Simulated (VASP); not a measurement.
# GaAs (F-43m) in VASP: a series of runs

GaAs is run at these levels: PBE, r2SCAN; tasks: single point.

Program: VASP 6.6.1. These are calculated values, not measurements. Logs are shortened: lines on timing, memory, paths and dates and some standing lists are left out, and cuts for length are marked.

**1. The cell of the first run**

Symmetry: F-43m, No. 216, cubic system. Conventional cell: a = 5.666 Å, b = 5.666 Å, c = 5.666 Å, α = 90.00°, β = 90.00°, γ = 90.00°. Within 3.2 Å of Ga (site symmetry -43m) lie 4 As at 2.45 Å. As (site symmetry -43m) has 4 Ga at 2.45 Å within 3.2 Å.

**2. Single point, PBE**

Input file INCAR:

```
PREC = Accurate ; ENCUT = 520
EDIFF = 1E-6 ; ISMEAR = 0
SIGMA = 0.01 ; LREAL = F
LASPH = T ; NELM = 80
ALGO = Normal ; ISIF = 2
LWAVE = F ; LCHARG = T
GGA = PE ; LELF = T
LVHAR = T ; NBANDS = 16
```

Input file KPOINTS:

```
Automatic mesh
0
Gamma
  6 6 6
```

Input file POSCAR:

```
GaAs
1.0
    0.0000000000      2.8330790749      2.8330790749
    2.8330790749      0.0000000000      2.8330790749
    2.8330790749      2.8330790749      0.0000000000
Ga As
1 1
Direct
    0.0000000000      0.0000000000      0.0000000000
    0.2500000000      0.2500000000      0.2500000000
```

Potentials or basis: VASP PAW PBE potentials, release 64 (Ga_d, As).

The run is started by

```bash
$ cat potpaw_PBE.64/Ga_d/POTCAR potpaw_PBE.64/As/POTCAR > POTCAR
$ mpirun -np 1 vasp_std > vasp.out
```

OUTCAR:

```text
PREC = Accurate
   ENCUT = 520
   EDIFF = 1E-6
   ISMEAR = 0
   LREAL = F
   LASPH = T
   NELM = 80
   ISIF = 2
   GGA = PE

 ion  position               nearest neighbor table
   1  0.000  0.000  0.000-   2 2.45   2 2.45   2 2.45   2 2.45
   2  0.250  0.250  0.250-   1 2.45   1 2.45   1 2.45   1 2.45

  LATTYP: Found a face centered cubic cell.
 ALAT       =     5.6661581498

  Lattice vectors:

 A1 = (   0.0000000000,   2.8330790749,   2.8330790749)
 A2 = (   2.8330790749,   0.0000000000,   2.8330790749)
 A3 = (   2.8330790749,   2.8330790749,   0.0000000000)

Analysis of symmetry for initial positions (statically):
=====================================================================
 Subroutine PRICEL returns:
 Original cell was already a primitive cell.

 Routine SETGRP: Setting up the symmetry group for a
 face centered cubic supercell.

 Subroutine GETGRP returns: Found 24 space group operations
 (whereof 24 operations were pure point group operations)
 out of a pool of 48 trial point group operations.

The static configuration has the point symmetry T_d .

Analysis of symmetry for dynamics (positions and initial velocities):
=====================================================================
 Subroutine PRICEL returns:
 Original cell was already a primitive cell.

 Routine SETGRP: Setting up the symmetry group for a
 face centered cubic supercell.

 Subroutine GETGRP returns: Found 24 space group operations
 (whereof 24 operations were pure point group operations)
 out of a pool of 48 trial point group operations.

The dynamic configuration has the point symmetry T_d .

 Subroutine INISYM returns: Found 24 space group operations
 (whereof 24 operations are pure point group operations),
 and found     1 'primitive' translations

----------------------------------------------------------------------------------------

                                     Primitive cell

  volume of cell :      45.4785

  direct lattice vectors                    reciprocal lattice vectors
     0.000000000  2.833079075  2.833079075    -0.176486426  0.176486426  0.176486426
     2.833079075  0.000000000  2.833079075     0.176486426 -0.176486426  0.176486426
     2.833079075  2.833079075  0.000000000     0.176486426  0.176486426 -0.176486426

  length of vectors
     4.006578851  4.006578851  4.006578851     0.305683456  0.305683456  0.305683456

  position of ions in fractional coordinates (direct lattice)
     0.000000000  0.000000000  0.000000000
[... 69 lines left out ...]
   EDIFF  = 0.1E-05   stopping-criterion for ELM
   LREAL  =      F    real-space projection
   EDIFFG = 0.1E-04   stopping-criterion for IOM
   NSW    =      0    number of steps for IOM
   IBRION =     -1    ionic relax: 0-MD 1-quasi-New 2-CG
   NFREE  =      0    steps in history (QN), initial steepest desc. (CG)
   ISIF   =      2    stress and relaxation
   ISYM   =      2    0-nonsym 1-usesym 2-fastsym
   POTIM  = 0.5000    time-step for ionic-motion
   TEBEG  =    0.0;   TEEND  =   0.0 temperature during run
   PSTRESS=    0.0 pullay stress
   NELECT =      18.0000    total number of electrons
   NUPDOWN=      -1.0000    fix difference up-down
   EMIN   =  10.00;   EMAX   =-10.00  energy-range for DOS
   EFERMI =   0.00;   METHOD = LEGACY
   ISMEAR =     0;   SIGMA  =   0.01  broadening in eV -4-tet -1-fermi 0-gaus
   EFERMI_NEDOS =   21; number of points for ismear=-14 and -15
   IALGO  =     38    algorithm
   IMIX   =      4    mixing-type and parameters
     AMIX     =   0.40;   BMIX     =  1.00
     AMIX_MAG =   1.60;   BMIX_MAG =  1.00
  volume/ion in A,a.u.               =      22.74       153.45
  Fermi-wavevector in a.u.,A,eV,Ry     =   1.201979  2.271411 19.657073  1.444754
  Thomas-Fermi vector in A             =   2.337773
   LORBIT       =      0    0 simple, 1 ext, 2 COOP (PROOUT), +10 PAW based schemes
   GGA     = PE    functional components
   LHFCALC =     F    Hartree Fock is set to
   AEXX    =    0.0000 exact exchange contribution
   IVDW    =     0    specifies the selected vdW correction
   LEPSILON=     F    determine dielectric tensor
   LRPA    =     F    only Hartree local field effects (RPA)
 non-spin polarized calculation
 Gauss-broadening in eV      SIGMA  =   0.01
  energy-cutoff  :      520.00
  volume of cell :       45.48
 maximum number of plane-waves:      1243
 NGX is ok and might be reduce to    30
   NGX = 15   NGY = 15   NGZ = 15

 number of electron      17.9999990 magnetization

 Free energy of the ion-electron system (eV)
  ---------------------------------------------------
  ext. energy  EPLUGINS =         0.00000000
  ---------------------------------------------------
  free energy    TOTEN  =        -8.23299795 eV

  energy without entropy =       -8.23299795  energy(sigma->0) =       -8.23299795

 E-fermi :   3.9830     XC(G=0):  -9.5538

 val. band max:        3.8786489857   @ k =   0.0000   0.0000   0.0000
 cond. band min:       4.3468111072   @ k =   0.0000   0.0000   0.0000
 fundamental gap:      0.4681621215
 Fermi energy:         3.9829623505

 k-point     1 :       0.0000    0.0000    0.0000
  band No.  band energies     occupation
      1     -10.9286      2.00000
      2     -10.9286      2.00000
      3     -10.9286      2.00000
      4     -10.8513      2.00000
      5     -10.8513      2.00000
      6      -8.8001      2.00000
[... 281 lines left out ...]
      3     -10.8846      2.00000
      4     -10.8658      2.00000
      5     -10.8443      2.00000
      6      -6.2798      2.00000
[... 8 lines left out ...]
     15      16.0416      0.00000
     16      17.1676      0.00000

------------------------ aborting loop because EDIFF is reached ----------------------------------------

  FORCE on cell =-STRESS in cart. coord.  units (eV):
  Direction    XX          YY          ZZ          XY          YZ          ZX
  --------------------------------------------------------------------------------------
  -------------------------------------------------------------------------------------
  Total        0.8333599      0.8333599      0.8333599      0.0000000      0.0000000     -0.0000000
  in kB       29.3587183     29.3587183     29.3587183      0.0000000      0.0000000     -0.0000000
  external PRESSURE =      29.3587183 kB  Pullay stress =       0.0000000 kB

 VOLUME and BASIS-vectors are now :
 -----------------------------------------------------------------------------
  energy-cutoff  :      520.00
  volume of cell :       45.48
      direct lattice vectors                 reciprocal lattice vectors
     0.000000000  2.833079075  2.833079075    -0.176486426  0.176486426  0.176486426
     2.833079075  0.000000000  2.833079075     0.176486426 -0.176486426  0.176486426
     2.833079075  2.833079075  0.000000000     0.176486426  0.176486426 -0.176486426

 POSITION                                       TOTAL-FORCE (eV/Angst)
 -----------------------------------------------------------------------------------
      0.00000      0.00000      0.00000        -0.000000     -0.000000      0.000000
      1.41654      1.41654      1.41654         0.000000      0.000000     -0.000000
 -----------------------------------------------------------------------------------
    total drift:                                0.000002      0.000002      0.000002

  FREE ENERGIE OF THE ION-ELECTRON SYSTEM (eV)
  ---------------------------------------------------
  free  energy   TOTEN  =        -8.2329979547 eV

  energy  without entropy=       -8.2329979547  energy(sigma->0) =       -8.23299795
```

Run time: 7.4 s. Hardware: 1 thread of Intel Xeon 6975P-C, shared host; peak memory 0.17 GiB.

What came out:

- Free energy: -8.2330 eV
- Pressure: 2.9 GPa
- Band gap on the k mesh: 0.47 eV, direct

Levels at points of the mesh, in eV from the valence-band top:
```tsv
k point	band 5	band 6	band 7	band 8	band 9	band 10	band 11	band 12	band 13	band 14
(0.00, 0.00, 0.00)	-14.73	-12.68	0.00	0.00	0.00	0.47	3.72	3.72	3.72	7.56
(0.50, 0.00, 0.00)	-14.73	-10.93	-6.61	-1.13	-1.13	0.98	4.63	4.63	7.74	10.35
(0.50, 0.50, 0.00)	-14.72	-10.20	-6.79	-2.66	-2.66	1.47	1.65	10.11	10.11	10.92
```

**3. Single point, PBE**

Input file INCAR:

```
SYSTEM = GaAs
  ALGO = Normal
  EDIFF = 1E-7
  ENCUT = 520
  GGA = PE
  ISIF = 2
  ISMEAR = 0
  LASPH = .TRUE.
  LCHARG = .TRUE.
  LELF = .TRUE.
  LREAL = .FALSE.
  LVHAR = .TRUE.
  LWAVE = .FALSE.
  NBANDS = 16
  NELM = 100
  PREC = Accurate
  SIGMA = 0.01
```

Input file KPOINTS:

```
k-points
0
G
  6 6 6
  0 0 0
```

POSCAR is that of step 2.

Potentials or basis: VASP PAW PBE potentials, release 64 (Ga_d, As).

The run is started by

```bash
$ cat potpaw_PBE.64/Ga_d/POTCAR potpaw_PBE.64/As/POTCAR > POTCAR
$ mpirun -np 1 vasp_std > vasp.out
```

Run time: 10 s. Hardware: 1 thread of Intel Xeon 6975P-C, shared host; peak memory 0.17 GiB.

It converged, with:

```
Free energy            : -8.2330 eV
Pressure               : 3.0 GPa
Band gap on the k mesh : 0.47 eV, direct
```

Levels at points of the mesh, in eV from the valence-band top:
```tsv
k point	band 5	band 6	band 7	band 8	band 9	band 10	band 11	band 12	band 13	band 14
(0.00, 0.00, 0.00)	-14.73	-12.68	0.00	0.00	0.00	0.47	3.72	3.72	3.72	7.56
(0.50, 0.00, 0.00)	-14.73	-10.93	-6.61	-1.13	-1.13	0.98	4.63	4.63	7.75	10.35
(0.50, 0.50, 0.00)	-14.72	-10.20	-6.79	-2.66	-2.66	1.47	1.65	10.11	10.11	10.92
```

As with any semilocal functional, this PBE gap is likely too small.

**4. Single point, r2SCAN**

POSCAR is that of step 3.

Input file INCAR.step1:

```
SYSTEM = GaAs
PREC     = Accurate       ! precision mode
ENCUT    = 520            ! plane-wave cutoff, eV
ISMEAR   = 0              ! smearing method
SIGMA    = 0.01           ! smearing width, eV
LREAL    = .FALSE.        ! projectors in reciprocal space
LASPH    = .TRUE.         ! aspherical terms in the spheres
NELM     = 80             ! most SCF steps
NBANDS   = 16             ! bands
GGA      = PE             ! functional
ALGO     = Normal         ! electronic algorithm
EDIFF    = 1E-4           ! SCF threshold, eV
LWAVE    = .TRUE.         ! write WAVECAR
LCHARG   = .FALSE.        ! write CHGCAR
```

Input file INCAR.step2:

```
SYSTEM = GaAs
PREC     = Accurate       ! precision mode
ENCUT    = 520            ! plane-wave cutoff, eV
EDIFF    = 1E-6           ! SCF threshold, eV
ISMEAR   = 0              ! smearing method
SIGMA    = 0.01           ! smearing width, eV
LREAL    = .FALSE.        ! projectors in reciprocal space
LASPH    = .TRUE.         ! aspherical terms in the spheres
NELM     = 80             ! most SCF steps
ALGO     = Normal         ! electronic algorithm
ISIF     = 2              ! what is computed and relaxed
LWAVE    = .FALSE.        ! write WAVECAR
LCHARG   = .FALSE.        ! write CHGCAR
METAGGA  = R2SCAN         ! meta-GGA
LMIXTAU  = .TRUE.       
NBANDS   = 16             ! bands
ISTART   = 1
```

Input file KPOINTS:

```
Automatic mesh
0
G
  6 6 6
  0 0 0
```

The run is started by

```bash
$ cat potpaw_PBE.64/Ga_d/POTCAR potpaw_PBE.64/As/POTCAR > POTCAR
$ cp INCAR.step1 INCAR
$ mpirun -np 1 vasp_std > vasp.out
$ cp INCAR.step2 INCAR
$ mpirun -np 1 vasp_std > vasp.out
```

Run time: 33 s. Hardware: 1 thread of Intel Xeon 6975P-C, shared host; peak memory 0.17 GiB.

The run converged. Its results:

| Property | Result |
| --- | --- |
| Free energy | -27.0362 eV |
| Pressure | 0.1 GPa |
| Band gap on the k mesh | 0.94 eV, direct |

Levels at points of the mesh, in eV from the valence-band top:
| k point | band 7 | band 8 | band 9 | band 10 | band 11 | band 12 |
| --- | --- | --- | --- | --- | --- | --- |
| (0.00, 0.00, 0.00) | 0.00 | 0.00 | 0.00 | 0.94 | 4.04 | 4.04 |
| (0.50, 0.00, 0.00) | -6.78 | -1.18 | -1.18 | 1.34 | 4.98 | 4.98 |
| (0.50, 0.50, 0.00) | -6.96 | -2.75 | -2.75 | 1.77 | 1.95 | 10.81 |

Caveat: the PAW data sets were made with another functional, which shifts forces and pressure a little. A k mesh can miss the band edges.

**5. Single point, PBE**

Input file INCAR:

```
SYSTEM = GaAs
PREC = Accurate ; ENCUT = 520
EDIFF = 1E-7 ; ISMEAR = 0
SIGMA = 0.01 ; LREAL = .False.
LASPH = .True. ; NELM = 100
ALGO = Normal ; ISIF = 2
LWAVE = .False. ; LCHARG = .True.
GGA = PE ; LELF = .True.
LVHAR = .True. ; NBANDS = 16
```

Input file KPOINTS:

```
regular mesh
0
Gamma
  8 8 8
  0 0 0
```

POSCAR is that of step 4.

The run is started by

```bash
$ cat potpaw_PBE.64/Ga_d/POTCAR potpaw_PBE.64/As/POTCAR > POTCAR
$ mpirun -np 1 vasp_std > vasp.out
```

Wall time 17 s (1 thread of Intel Xeon 6975P-C, shared host); peak memory 0.18 GiB.

It converged, with:

| Item | Value |
| --- | --- |
| Free energy | -8.2531 eV |
| Pressure | 3.0 GPa |
| Band gap on the k mesh | 0.47 eV, direct |

Levels at points of the mesh, in eV from the valence-band top:
```tsv
k point	band 7	band 8	band 9	band 10	band 11	band 12
(0.00, 0.00, 0.00)	0.00	0.00	0.00	0.47	3.73	3.73
(0.50, 0.00, 0.00)	-6.60	-1.13	-1.13	0.98	4.63	4.63
(0.50, 0.50, 0.00)	-6.79	-2.66	-2.66	1.48	1.66	10.11
```

**6. Overview**

```tsv
level	k mesh	gap on the mesh (eV)	pressure (GPa)
PBE	6 × 6 × 6	0.47	3.0
r2SCAN	6 × 6 × 6	0.94	0.1
PBE	8 × 8 × 8	0.47	3.0
```

Alike in all rows: task single point; potentials or basis VASP PAW PBE potentials, release 64 (Ga_d, As); no spin polarisation; cell as given; cutoff (eV) 520; smearing gaussian 0.01 eV.

On the cell as given the gap runs from 0.47 eV (PBE) to 0.94 eV (r2SCAN); the meshes differ, which moves gaps too. The pressure there spans 0.1 GPa (r2SCAN) to 3.0 GPa (PBE); a positive pressure means that this level wants a larger cell, a negative one a smaller.

Caveats: the PAW data sets were made with another functional, which shifts forces and pressure a little (some runs).

Total energies depend on the potentials used, so only differences within one code and one set of settings carry meaning.
